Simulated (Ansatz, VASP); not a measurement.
**V: VASP beside Ansatz**

```xyz
1
Lattice="-1.4522 1.4522 1.4522 1.4522 -1.4522 1.4522 1.4522 1.4522 -1.4522" Properties=species:S:1:pos:R:3 pbc="T T T"
V     0.0000    0.0000    0.0000
```

Alike in both runs: task single point; functional PBE; k mesh 20 × 20 × 20; occupations gaussian, width 0.1 eV; no spin polarisation.

|  | VASP | Ansatz |
| --- | --- | --- |
| version | VASP 6.6.1 | Ansatz 0.2.0 |
| potentials or method | VASP PAW PBE potentials, release 64 (V_sv), cutoff 520 eV | scalar-relativistic, plane waves, PAW |
| valence electrons in the cell | 13 | 13 |

```csv
,VASP,Ansatz,Ansatz less VASP
gap on the k mesh at the Fermi level (eV),none,none,-
pressure (GPa),20.9,20.5,-0.36
```

A gap of «none» marks a metal or a gap that the smearing closes.
